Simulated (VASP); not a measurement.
The system is BiW (CsCl type).

```
W Bi
1.0
     3.40312    0.00000    0.00000
     0.00000    3.40312    0.00000
     0.00000    0.00000    3.40312
W Bi
1 1
Cartesian
  0.0000 0.0000 0.0000
  1.7016 1.7016 1.7016
```

* Program: VASP 6.6.1
* Task: relaxation of cell and atoms
* Functional: LDA
* Potentials or basis: VASP PAW LDA potentials, release 64 (W_sv, Bi_d)
* Cutoff: 600 eV
* k mesh: 11 × 11 × 11
* Occupations: fermi-dirac, width 0.1 eV
* Spin: no spin polarisation

At the start: pressure -3.5 GPa; volume 19.71 Å³/atom.

Problem. Where does the relaxation end?

Solution. Over 4 steps the energy falls by 4.6 meV/atom and the volume is 19.29 Å³/atom (-2.1 %); space group Pm-3m (No. 221, to 0.05 Å).

Step by step:
```tsv
step	energy change (eV)	largest force (eV/Å)	pressure (GPa)	volume (Å³)
1	0.0000	0.0000	-3.47	39.41
2	0.0265	0.0000	7.70	37.03
3	-0.0092	0.0000	-0.05	38.59
4	-0.0092	0.0000	0.02	38.57
```

Final structure:
```
W Bi
1.0
     3.37877    0.00000    0.00000
     0.00000    3.37877    0.00000
     0.00000    0.00000    3.37877
W Bi
1 1
Direct
  0.00000 0.00000 0.00000
  0.50000 0.50000 0.50000
```
